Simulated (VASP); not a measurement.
Write the native input for VASP 6.6.1 that does the following.

| Item | Value |
| --- | --- |
| Task | single point |
| Functional | PBEsol |
| Potentials or basis | VASP PAW PBE potentials, release 64 (C) |
| Cutoff | 520 eV |
| k mesh | 24 × 24 × 6 |
| Occupations | gaussian, width 0.15 eV |
| Spin | no spin polarisation |
| Dipole correction | no |
| Further INCAR settings | ALGO = Normal; EDIFF = 1e-07; NBANDS = 11 |

The structure of C lies in POSCAR:

```
C
1.0
    2.4561701622      0.0000000000      0.0000000000
   -1.2280850811      2.1271057565      0.0000000000
    0.0000000000      0.0000000000      8.5238033600
C
2
Direct
    0.3333333333      0.6666666667      0.0000000000
    0.6666666667      0.3333333333      0.0000000000
```

The input as run:

INCAR

```
  ALGO = Normal
  EDIFF = 1E-7
  ENCUT = 520
  GGA = PS
  ISIF = 2
  ISMEAR = 0
  LASPH = True
  LCHARG = False
  LREAL = False
  LWAVE = False
  NBANDS = 11
  NELM = 100
  PREC = Accurate
  SIGMA = 0.15
```

KPOINTS

```
k-points
0
Gamma
  24 24 6
```

Potentials or basis: VASP PAW PBE potentials, release 64 (C).

Run with:

```sh
$ cat potpaw_PBE.64/C/POTCAR > POTCAR
$ mpirun -np 1 vasp_std > vasp.out
```

Results of the run:

```yaml
Band_gap_on_the_k_mesh: zero (filled and empty bands touch)
```

Wall time 64 s on 1 thread of Intel(R) Xeon(R) Platinum 8488C (Sapphire Rapids), on a shared host, peak memory 0.21 GiB.
